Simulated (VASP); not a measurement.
Input of a VASP 6.6.1 run:

The input INCAR:

```
PREC = Accurate ; ENCUT = 520
EDIFF = 1E-6 ; ISMEAR = -1
SIGMA = 0.05 ; LREAL = Auto
LASPH = T ; NELM = 60
ALGO = Normal ; ISIF = 2
LWAVE = F ; LCHARG = T
GGA = PS ; LELF = T
LVHAR = T ; NBANDS = 346
NCORE = 4
```

The input KPOINTS:

```
Automatic mesh
0
Gamma
  1 1 1
  0.5 0.5 0.5
```

POSCAR

```
Al15GaN16
1.0
    0.0000000000      8.7703802999      8.7703802999
    8.7703802999      0.0000000000      8.7703802999
    8.7703802999      8.7703802999      0.0000000000
Al Ga N
60 4 64
Direct
    0.9998130000      0.9988840000      0.0010010000
    0.4997810000      0.0007080000      0.9999910000
    0.0000500000      0.4998790000      0.0000740000
    0.9998420000      0.9997070000      0.4999600000
    0.2499510000      0.2498240000      0.2499140000
    0.4989200000      0.4991130000      0.0008270000
[... 120 lines left out ...]
    0.0625290000      0.8118440000      0.8127140000
    0.5643110000      0.8140750000      0.8072840000
```

Potentials or basis: VASP PAW PBE potentials, release 64 (Al, Ga_d, N).

Launch:

```bash
$ cat potpaw_PBE.64/Al/POTCAR potpaw_PBE.64/Ga_d/POTCAR potpaw_PBE.64/N/POTCAR > POTCAR
$ mpirun -np 4 vasp_std > vasp.out
```

What does it give for the band gap on the k mesh?

4.02 eV.

Estimate the largest force.

0.048 eV/Å.

What does it give for the pressure?

0.0 GPa.

Stress tensor (GPa, compression positive):
```
 0.00 -0.10 -0.09
-0.10 -0.02 -0.09
-0.09 -0.09 -0.01
```

Caveat: the k points lie up to 0.62 Å⁻¹ apart; the PAW data sets were made with another functional, which shifts forces and pressure a little; a shifted mesh leaves out Γ, where band edges can lie. A k mesh can miss the band edges.
